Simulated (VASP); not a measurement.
Input of a VASP 6.6.1 run:

File POSCAR:

```
Ca
1.0
    3.9753779263      0.0000000000      0.0000000000
   -1.9876889631      3.4427782738      0.0000000000
    0.0000000000      0.0000000000     13.0283304137
Ca
4
Direct
    0.0000000000      0.0000000000      0.0000000000
    0.3333333333      0.6666666667      0.2500000000
    0.0000000000      0.0000000000      0.5000000000
    0.6666666667      0.3333333333      0.7500000000
```

Contents of INCAR.step1:

```
PREC = Accurate ; ENCUT = 520
ISMEAR = 0 ; SIGMA = 0.1
LREAL = F ; LASPH = T
NELM = 80 ; NBANDS = 28
GGA = PE ; ALGO = Normal
EDIFF = 1E-4 ; LWAVE = T
LCHARG = F
```

INCAR.step2

```
PREC = Accurate ; ENCUT = 520
EDIFF = 1E-6 ; ISMEAR = 0
SIGMA = 0.1 ; LREAL = F
LASPH = T ; NELM = 80
ALGO = Normal ; ISIF = 2
LWAVE = F ; LCHARG = F
METAGGA = R2SCAN ; LMIXTAU = T
NBANDS = 28 ; ISTART = 1
```

The input KPOINTS:

```
Automatic mesh
0
Gamma
  12 12 4
```

Potentials or basis: VASP PAW PBE potentials, release 64 (Ca_sv).

Run with:

```sh
$ cat potpaw_PBE.64/Ca_sv/POTCAR > POTCAR
$ cp INCAR.step1 INCAR
$ mpirun -np 1 vasp_std > vasp.out
$ cp INCAR.step2 INCAR
$ mpirun -np 1 vasp_std > vasp.out
```

Estimate the band gap on the k mesh.

zero (bands 20 and 21 overlap by 0.70 eV).

Predict the pressure.

-0.5 GPa.

Caveat: the PAW data sets were made with another functional, which shifts forces and pressure a little.
